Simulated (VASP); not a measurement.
Wanted: the native input for a VASP 6.6.1 run.

* Task: single point
* Functional: PBE
* Potentials or basis: VASP PAW PBE potentials, release 64 (Si, C)
* Cutoff: 520 eV
* k mesh: 16 × 16 × 16
* Occupations: fermi-dirac, width 0.05 eV
* Spin: no spin polarisation
* Dipole correction: no
* Further INCAR settings: ALGO = Normal; EDIFF = 1e-06; NBANDS = 11

The structure of SiC lies in POSCAR:

```
SiC
1.0
    0.0000000000      2.1557302287      2.1557302287
    2.1557302287      0.0000000000      2.1557302287
    2.1557302287      2.1557302287      0.0000000000
Si C
1 1
Direct
    0.0000000000      0.0000000000      0.0000000000
    0.7500000000      0.7500000000      0.7500000000
```

This cell differs from its parent crystal: volume scaled by 0.975.

One way to write it, as run:

INCAR

```
SYSTEM = SiC
  ALGO = Normal
  EDIFF = 1E-6
  ENCUT = 520
  GGA = PE
  ISIF = 2
  ISMEAR = -1
  LASPH = .True.
  LCHARG = .False.
  LREAL = .False.
  LWAVE = .False.
  NBANDS = 11
  NELM = 80
  PREC = Accurate
  SIGMA = 0.05
```

KPOINTS

```
k-points
0
Gamma
  16 16 16
  0 0 0
```

Potentials or basis: VASP PAW PBE potentials, release 64 (Si, C).

Command:

```bash
$ cat potpaw_PBE.64/Si/POTCAR potpaw_PBE.64/C/POTCAR > POTCAR
$ mpirun -np 1 vasp_std > vasp.out
```

It gave:

The pressure is 10.9 GPa. The band gap on the k mesh is 1.33 eV, indirect (least direct gap 4.57 eV).

Wall time 9.7 s on 1 thread of Intel(R) Xeon(R) Platinum 8559C (Emerald Rapids), on a shared host, peak memory 0.15 GiB.
